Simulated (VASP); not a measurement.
# Ti3Si (Fm-3m) in VASP: single point with PBEsol

Aim: the single point of Ti3Si with PBEsol.

Program: VASP 6.6.1. These are calculated values, not measurements. Logs are shortened: lines on timing, memory, paths and dates and some standing lists are left out, and cuts for length are marked.

## (1) The cell of the first run

Symmetry: Fm-3m, No. 225, cubic system. The conventional cell has a = 6.289 Å, b = 6.289 Å, c = 6.289 Å, α = 90.00°, β = 90.00°, γ = 90.00°. Ti (site symmetry -43m) has 10 Ti at 2.72 to 3.14 Å and 4 Si at 2.72 Å within 3.6 Å. Ti (site symmetry m-3m) has 8 Ti at 2.72 Å and 6 Si at 3.14 Å within 3.6 Å. Si (site symmetry m-3m) has 14 Ti at 2.72 to 3.14 Å within 3.6 Å.

## (2) Single point, PBEsol

Contents of INCAR:

```
ALGO     = Normal         # electronic algorithm
EDIFF    = 1E-6           # SCF threshold, eV
ENCUT    = 520            # plane-wave cutoff, eV
GGA      = PS             # functional
ISIF     = 2              # what is computed and relaxed
ISMEAR   = -1             # smearing method
LASPH    = True           # aspherical terms in the spheres
LCHARG   = False          # write CHGCAR
LREAL    = False          # projectors in reciprocal space
LWAVE    = False          # write WAVECAR
NBANDS   = 28             # bands
NELM     = 100            # most SCF steps
PREC     = Accurate       # precision mode
SIGMA    = 0.1            # smearing width, eV
```

Contents of KPOINTS:

```
k-points
0
Gamma
  6 6 6
```

Contents of POSCAR:

```
Ti3Si
1.0
    4.4467910000      0.0000000000      0.0000000000
    2.2233955000      3.8510339713      0.0000000000
    2.2233955000      1.2836779904      3.6307896476
Ti Si
3 1
Direct
    0.7500000000      0.7500000000      0.7500000000
    0.2500000000      0.2500000000      0.2500000000
    0.0000000000      0.0000000000      0.0000000000
    0.5000000000      0.5000000000      0.5000000000
```

Potentials or basis: VASP PAW PBE potentials, release 64 (Ti_sv, Si).

Launch:

```bash
$ cat potpaw_PBE.64/Ti_sv/POTCAR potpaw_PBE.64/Si/POTCAR > POTCAR
$ mpirun -np 1 vasp_std > vasp.out
```

OUTCAR:

```text
EDIFF = 1E-6
   ENCUT = 520
   GGA = PS
   ISIF = 2
   ISMEAR = -1
   LASPH = True
   LREAL = False
   NELM = 100
   PREC = Accurate

 ion  position               nearest neighbor table
   1  0.750  0.750  0.750-   4 2.72   3 2.72   4 2.72   3 2.72   3 2.72   4 2.72   4 2.72   3 2.72

   2  0.250  0.250  0.250-   3 2.72   4 2.72   4 2.72   3 2.72   4 2.72   3 2.72   3 2.72   4 2.72

   3  0.000  0.000  0.000-   1 2.72   2 2.72   2 2.72   1 2.72   2 2.72   1 2.72   1 2.72   2 2.72

   4  0.500  0.500  0.500-   2 2.72   1 2.72   2 2.72   1 2.72   1 2.72   2 2.72   2 2.72   1 2.72

  LATTYP: Found a face centered cubic cell.
 ALAT       =     6.2887121412

  Lattice vectors:

 A1 = (   4.4467910000,   0.0000000000,   0.0000000000)
 A2 = (   2.2233955000,   3.8510339713,   0.0000000000)
 A3 = (   2.2233955000,   1.2836779904,   3.6307896476)

Analysis of symmetry for initial positions (statically):
=====================================================================
 Subroutine PRICEL returns:
 Original cell was already a primitive cell.

 Routine SETGRP: Setting up the symmetry group for a
 face centered cubic supercell.

 Subroutine GETGRP returns: Found 48 space group operations
 (whereof 48 operations were pure point group operations)
 out of a pool of 48 trial point group operations.

The static configuration has the point symmetry O_h .

Analysis of symmetry for dynamics (positions and initial velocities):
=====================================================================
 Subroutine PRICEL returns:
 Original cell was already a primitive cell.

 Routine SETGRP: Setting up the symmetry group for a
 face centered cubic supercell.

 Subroutine GETGRP returns: Found 48 space group operations
 (whereof 48 operations were pure point group operations)
 out of a pool of 48 trial point group operations.

The dynamic configuration has the point symmetry O_h .

 Subroutine INISYM returns: Found 48 space group operations
 (whereof 48 operations are pure point group operations),
 and found     1 'primitive' translations

----------------------------------------------------------------------------------------

                                     Primitive cell

  volume of cell :      62.1763

  direct lattice vectors                    reciprocal lattice vectors
     4.446791000  0.000000000  0.000000000     0.224881268 -0.129835261 -0.091807393
     2.223395500  3.851033971  0.000000000     0.000000000  0.259670522 -0.091807393
     2.223395500  1.283677990  3.630789648     0.000000000  0.000000000  0.275422180

  length of vectors
     4.446791000  4.446791000  4.446791000     0.275422180  0.275422180  0.275422180

  position of ions in fractional coordinates (direct lattice)
     0.750000000  0.750000000  0.750000000
     0.250000000  0.250000000  0.250000000
     0.000000000  0.000000000  0.000000000
     0.500000000  0.500000000  0.500000000

  ion indices of the primitive-cell ions
   primitive index   ion index
                 1           1
                 2           2
                 3           3
                 4           4

----------------------------------------------------------------------------------------

 KPOINTS: k-points

Automatic generation of k-mesh.
 Grid dimensions read from file:
 generate k-points for:    6    6    6

 Generating k-lattice:

  Cartesian coordinates                     Fractional coordinates (reciprocal lattice)
     0.037480211 -0.021639210 -0.015301232     0.166666667  0.000000000  0.000000000
     0.000000000  0.043278420 -0.015301232     0.000000000  0.166666667  0.000000000
     0.000000000  0.000000000  0.045903697     0.000000000  0.000000000  0.166666667

  Length of vectors
     0.045903697  0.045903697  0.045903697

  Shift w.r.t. Gamma in fractional coordinates (k-lattice)
     0.000000000  0.000000000  0.000000000

 Subroutine IBZKPT returns following result:
 ===========================================

 Found     16 irreducible k-points:

 Following reciprocal coordinates:
            Coordinates               Weight
  0.000000  0.000000  0.000000      1.000000
  0.166667 -0.000000 -0.000000      8.000000
  0.333333 -0.000000  0.000000      8.000000
  0.500000 -0.000000  0.000000      4.000000
  0.166667  0.166667  0.000000      6.000000
  0.333333  0.166667  0.000000     24.000000
[... 8 lines left out ...]
 -0.333333  0.333333  0.166667     24.000000
 -0.333333  0.500000  0.166667     12.000000
   k-points           NKPTS =     16   k-points in BZ     NKDIM =     16   number of bands    NBANDS=     28
   number of dos      NEDOS =    301   number of ions     NIONS =      4
   total plane-waves  NPLWV =  46656
   dimension x,y,z NGX =    36 NGY =   36 NGZ =   36
   dimension x,y,z NGXF=    72 NGYF=   72 NGZF=   72
   ions per type =               3   1
   NGX,Y,Z   is equivalent  to a cutoff of  13.46, 13.46, 13.46 a.u.
   NGXF,Y,Z  is equivalent  to a cutoff of  26.92, 26.92, 26.92 a.u.
 SYSTEM =  unknown system
   PREC   = accura    normal or accurate (medium, high low for compatibility)
   ISTART =      0    job   : 0-new  1-cont  2-samecut
   ICHARG =      2    charge: 1-file 2-atom 10-const
   ISPIN  =      1    spin polarized calculation?
   LNONCOLLINEAR =      F non collinear calculations
   LSORBIT =      F    spin-orbit coupling
   LASPH  =      T    aspherical Exc in radial PAW
   ENCUT  =  520.0 eV  38.22 Ry    6.18 a.u.   8.27  8.27  8.27*2*pi/ulx,y,z
   NELM   =    100;   NELMIN=  2; NELMDL= -5     # of ELM steps
   EDIFF  = 0.1E-05   stopping-criterion for ELM
   LREAL  =      F    real-space projection
   EDIFFG = 0.1E-04   stopping-criterion for IOM
   NSW    =      0    number of steps for IOM
   IBRION =     -1    ionic relax: 0-MD 1-quasi-New 2-CG
   NFREE  =      0    steps in history (QN), initial steepest desc. (CG)
   ISIF   =      2    stress and relaxation
   ISYM   =      2    0-nonsym 1-usesym 2-fastsym
   POTIM  = 0.5000    time-step for ionic-motion
   TEBEG  =    0.0;   TEEND  =   0.0 temperature during run
   PSTRESS=    0.0 pullay stress
   NELECT =      40.0000    total number of electrons
   NUPDOWN=      -1.0000    fix difference up-down
   EMIN   =  10.00;   EMAX   =-10.00  energy-range for DOS
   EFERMI =   0.00;   METHOD = LEGACY
   ISMEAR =    -1;   SIGMA  =   0.10  broadening in eV -4-tet -1-fermi 0-gaus
   EFERMI_NEDOS =   21; number of points for ismear=-14 and -15
   IALGO  =     38    algorithm
   IMIX   =      4    mixing-type and parameters
     AMIX     =   0.40;   BMIX     =  1.00
     AMIX_MAG =   1.60;   BMIX_MAG =  1.00
  volume/ion in A,a.u.               =      15.54       104.90
  Fermi-wavevector in a.u.,A,eV,Ry     =   1.413253  2.670660 27.174682  1.997283
  Thomas-Fermi vector in A             =   2.534917
   LORBIT       =      0    0 simple, 1 ext, 2 COOP (PROOUT), +10 PAW based schemes
   GGA     = PS    functional components
   LHFCALC =     F    Hartree Fock is set to
   AEXX    =    0.0000 exact exchange contribution
   IVDW    =     0    specifies the selected vdW correction
   LEPSILON=     F    determine dielectric tensor
   LRPA    =     F    only Hartree local field effects (RPA)
 non-spin polarized calculation
  energy-cutoff  :      520.00
  volume of cell :       62.18
 maximum number of plane-waves:      1687
 NGX is ok and might be reduce to    36
   NGX = 17   NGY = 17   NGZ = 17

 number of electron      39.9999991 magnetization

 Free energy of the ion-electron system (eV)
  ---------------------------------------------------
  ext. energy  EPLUGINS =         0.00000000
  ---------------------------------------------------
  free energy    TOTEN  =       -32.29086720 eV

  energy without entropy =      -32.08942505  energy(sigma->0) =      -32.19014612

 E-fermi :   9.1961     XC(G=0): -11.8647

 val. band max:        9.1611975984   @ k =   0.1667   0.1667   0.0000
 cond. band min:       9.2149532269   @ k =  -0.1667   0.1667   0.0000
 fundamental gap:      0.0537556285
 Fermi energy:         9.1960926545

 k-point     1 :       0.0000    0.0000    0.0000
  band No.  band energies     occupation
      1     -47.1063      2.00000
      2     -47.0182      2.00000
      3     -46.6538      2.00000
      4     -23.5129      2.00000
      5     -23.5129      2.00000
      6     -23.5129      2.00000
[... 20 lines left out ...]
     27      12.3409      0.00000
     28      12.4727      0.00000

 k-point     2 :       0.1667   -0.0000   -0.0000
  band No.  band energies     occupation
      1     -47.0967      2.00000
      2     -47.0216      2.00000
      3     -46.6603      2.00000
      4     -23.5788      2.00000
      5     -23.5525      2.00000
      6     -23.5525      2.00000
[... 20 lines left out ...]
     27      12.2689      0.00000
     28      12.4706      0.00000

 k-point     3 :       0.3333   -0.0000    0.0000
  band No.  band energies     occupation
      1     -47.0738      2.00000
      2     -47.0313      2.00000
      3     -46.6739      2.00000
      4     -23.5889      2.00000
      5     -23.5889      2.00000
      6     -23.5884      2.00000
[... 20 lines left out ...]
     27      12.1989      0.00000
     28      12.2053      0.00000

 k-point     4 :       0.5000   -0.0000    0.0000
  band No.  band energies     occupation
      1     -47.0542      2.00000
      2     -47.0439      2.00000
      3     -46.6812      2.00000
      4     -23.6028      2.00000
      5     -23.6028      2.00000
      6     -23.5639      2.00000
[... 20 lines left out ...]
     27      12.1905      0.00000
     28      12.1972      0.00000

 k-point     5 :       0.1667    0.1667    0.0000
  band No.  band energies     occupation
      1     -47.0938      2.00000
      2     -47.0224      2.00000
      3     -46.6625      2.00000
      4     -23.6035      2.00000
      5     -23.6035      2.00000
      6     -23.5122      2.00000
[... 20 lines left out ...]
     27      12.4601      0.00000
     28      12.5243      0.00000

 k-point     6 :       0.3333    0.1667    0.0000
  band No.  band energies     occupation
      1     -47.0760      2.00000
      2     -47.0289      2.00000
      3     -46.6741      2.00000
      4     -23.6395      2.00000
      5     -23.6337      2.00000
      6     -23.5446      2.00000
[... 215 lines left out ...]
      5     -23.7201      2.00000
      6     -23.5588      2.00000
[... 20 lines left out ...]
     27      12.0174      0.00000
     28      12.4224      0.00000

 k-point    14 :       0.5000    0.3333    0.1667
  band No.  band energies     occupation
      1     -47.0602      2.00000
      2     -47.0351      2.00000
      3     -46.6841      2.00000
      4     -23.6871      2.00000
      5     -23.6266      2.00000
      6     -23.5644      2.00000
[... 20 lines left out ...]
     27      12.2854      0.00000
     28      12.4331      0.00000

 k-point    15 :      -0.3333    0.3333    0.1667
  band No.  band energies     occupation
      1     -47.0463      2.00000
      2     -47.0437      2.00000
      3     -46.6894      2.00000
      4     -23.7055      2.00000
      5     -23.5941      2.00000
      6     -23.5723      2.00000
[... 20 lines left out ...]
     27      11.9118      0.00000
     28      12.3245      0.00000

 k-point    16 :      -0.3333    0.5000    0.1667
  band No.  band energies     occupation
      1     -47.0480      2.00000
      2     -47.0393      2.00000
      3     -46.6922      2.00000
      4     -23.7293      2.00000
      5     -23.6484      2.00000
      6     -23.5471      2.00000
[... 20 lines left out ...]
     27      11.8177      0.00000
     28      11.9469      0.00000

------------------------ aborting loop because EDIFF is reached ----------------------------------------

  FORCE on cell =-STRESS in cart. coord.  units (eV):
  Direction    XX          YY          ZZ          XY          YZ          ZX
  --------------------------------------------------------------------------------------
  -------------------------------------------------------------------------------------
  Total       -1.9071193     -1.9071193     -1.9071193     -0.0000000      0.0000000     -0.0000000
  in kB      -49.1431830    -49.1431830    -49.1431830     -0.0000000      0.0000000     -0.0000000
  external PRESSURE =     -49.1431830 kB  Pullay stress =       0.0000000 kB

 VOLUME and BASIS-vectors are now :
 -----------------------------------------------------------------------------
  energy-cutoff  :      520.00
  volume of cell :       62.18
      direct lattice vectors                 reciprocal lattice vectors
     4.446791000  0.000000000  0.000000000     0.224881268 -0.129835261 -0.091807393
     2.223395500  3.851033971  0.000000000     0.000000000  0.259670522 -0.091807393
     2.223395500  1.283677990  3.630789648     0.000000000  0.000000000  0.275422180

 POSITION                                       TOTAL-FORCE (eV/Angst)
 -----------------------------------------------------------------------------------
      6.67019      3.85103      2.72309        -0.000000      0.000000      0.000000
      2.22340      1.28368      0.90770         0.000000     -0.000000     -0.000000
      0.00000      0.00000      0.00000         0.000000      0.000000      0.000000
      4.44679      2.56736      1.81539         0.000000      0.000000      0.000000
 -----------------------------------------------------------------------------------
    total drift:                                0.000000      0.000000      0.000000

  FREE ENERGIE OF THE ION-ELECTRON SYSTEM (eV)
  ---------------------------------------------------
  free  energy   TOTEN  =       -32.2908672035 eV

  energy  without entropy=      -32.0894250463  energy(sigma->0) =      -32.19014612
```

Run time: 25 s. Hardware: 1 thread of Intel Xeon Platinum 8488C (Sapphire Rapids), shared host; peak memory 0.2 GiB.

What came out:

- Free energy: -32.2909 eV
- Pressure: -4.9 GPa
- Band gap on the k mesh: zero (band 20 reaches 9.31 eV, above the bottom of band 21 at 8.97 eV)

Caveat: the PAW data sets were made with another functional, which shifts forces and pressure a little.
